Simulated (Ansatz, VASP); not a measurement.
# ScAl3 in VASP and in Ansatz

```
Sc Al
1.0
    -2.01280    2.01280    4.42320
     2.01280   -2.01280    4.42320
     2.01280    2.01280   -4.42320
Sc Al
1 3
Cartesian
  0.0000 0.0000 0.0000
  0.0000 2.0128 2.2116
  2.0128 0.0000 2.2116
  0.0000 0.0000 4.4232
```

Alike in both runs: task relaxation of cell and atoms; functional PBEsol; k mesh 14 × 14 × 14; occupations gaussian, width 0.1 eV; no spin polarisation.

|  | VASP | Ansatz |
| --- | --- | --- |
| version | VASP 6.6.1 | Ansatz 0.2.0 |
| potentials or method | VASP PAW PBE potentials, release 64 (Sc_sv, Al), cutoff 600 eV | scalar-relativistic, plane waves, PAW |
| valence electrons in the cell | 20 | 20 |

```tsv
	VASP	Ansatz	Ansatz less VASP
gap on the k mesh at the Fermi level, each at its own relaxed structure (eV)	none	none	-
relaxed volume (Å³/atom)	17.43	17.40	-0.029
relaxed cell length with the largest relative difference (Å)	5.205	5.202	-0.0028
```

VASP's potentials were made for PBE, not for PBEsol. A gap of «none» marks a metal or a gap that the smearing closes.
